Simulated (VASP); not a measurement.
Crystal: ZrWS4.

```
Zr W S
1.0
     4.20820    0.00000    0.00000
     0.00000    4.20820    0.00000
     0.00000    0.00000    5.95129
Zr W S
1 1 4
Direct
  0.50000 0.50000 0.50000
  0.00000 0.00000 0.00000
  0.50000 0.00000 0.25000
  0.00000 0.50000 0.75000
  0.50000 0.00000 0.75000
  0.00000 0.50000 0.25000
```

- Program: VASP 6.6.1
- Task: relaxation of cell and atoms
- Functional: PBE
- Potentials or basis: VASP PAW PBE potentials, release 64 (Zr_sv, W_sv, S)
- Cutoff: 600 eV
- k mesh: 4 × 4 × 4
- Occupations: gaussian, width 0.1 eV
- Spin: collinear spin
- Starting moments: [0.08, 1.29, 0.0, 0.0, 0.0, 0.0] μB

At the start: pressure 10.6 GPa; volume 17.57 Å³/atom.

Where does the relaxation end?

Over 8 steps the energy falls by 73.9 meV/atom and the volume is 18.94 Å³/atom (+7.8 %); space group P4/mmm (No. 123, to 0.1 Å) before and after; moment 1.86 μB per cell.

Step by step:
```tsv
step	energy change (eV)	largest force (eV/Å)	pressure (GPa)	volume (Å³)
1	0.0000	1.2788	10.59	105.39
2	-0.1299	0.1318	-8.54	124.11
3	-0.3826	0.5547	-1.40	115.17
4	-0.3827	0.5663	-1.21	114.97
5	-0.4346	0.2181	-0.29	113.80
6	-0.4430	0.0166	0.28	113.12
7	-0.4430	0.0056	0.31	113.09
8	-0.4431	0.0225	-0.24	113.63
```

Final structure:
```xyz
6
Lattice="4.2933 0.0000 0.0000 0.0000 4.2933 0.0000 0.0000 0.0000 6.1645" Properties=species:S:1:pos:R:3 pbc="T T T"
Zr    2.1467    2.1467    3.0822
W     0.0000    4.2933    0.0000
S     2.1467    4.2933    1.4587
S     0.0000    2.1467    4.7057
S     2.1467    0.0000    4.7057
S     0.0000    2.1467    1.4587
```

Caveat: the k points lie up to 0.37 Å⁻¹ apart in the final cell.
